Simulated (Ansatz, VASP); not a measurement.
Two plane-wave programs on Sb

```
Sb
1.0
     3.12240    0.00000    0.00000
     0.00000    4.34752    0.00000
    -0.03891    0.00000    4.40585
Sb
2
Direct
  0.98861 0.75000 0.75883
  0.01139 0.25000 0.24117
```

Alike in both runs: task relaxation of cell and atoms; functional PBE; k mesh 12 × 8 × 8; occupations gaussian, width 0.1 eV; no spin polarisation.

```csv
,VASP,Ansatz
version,VASP 6.6.1,Ansatz 0.2.0
potentials or method,"VASP PAW PBE potentials, release 64 (Sb), cutoff 600 eV","scalar-relativistic, plane waves, PAW"
valence electrons in the cell,10,30
```

```csv
,VASP,Ansatz,Ansatz less VASP
"gap on the k mesh at the Fermi level, each at its own relaxed structure (eV)",none,none,-
relaxed volume (Å³/atom),29.98,30.01,+0.030
relaxed cell length with the largest relative difference (Å),4.415,4.408,-0.0064
```

A gap of «none» marks a metal or a gap that the smearing closes. VASP's potentials hold 10 valence electrons a cell and Ansatz's 30, so a difference there can come from the potentials and not from the codes.

Spin-orbit coupling is off throughout.
